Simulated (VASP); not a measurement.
Runs of VASP 6.6.1 on Na. The structure is that of space group Im-3m (No. 229), or close to it. The cells are those of the table. 

| task | cell | k mesh | cutoff (eV) | gap on the mesh (eV) | pressure (GPa) | relaxed volume (Å³/atom) |
| --- | --- | --- | --- | --- | --- | --- |
| single point | a = 3.508 Å, angles 109.5°, 1 atom | 14 × 14 × 14 | 520 | none | -0.2 | - |
| relaxation of cell and atoms | relaxed from a = 3.644 Å, angles 109.5°, 1 atom | 14 × 14 × 14 | 600 | none | 0.0 | (a) |
| single point | a = 3.644 Å, angles 109.5°, 1 atom | 6 × 6 × 6 | 520 | none | -0.7 | - |
| relaxation of cell and atoms | relaxed from a = 3.508 Å, angles 109.5°, 1 atom | 14 × 14 × 14 | 600 | none | 0.0 | 33.23 |

Alike in all rows: level LDA; potentials or basis VASP PAW LDA potentials, release 64 (Na_pv); no spin polarisation; smearing gaussian 0.1 eV.

Task: Fill in the values left out.

Result: (a) 33.15.

A gap of «none» marks levels without a gap at the run's occupations.
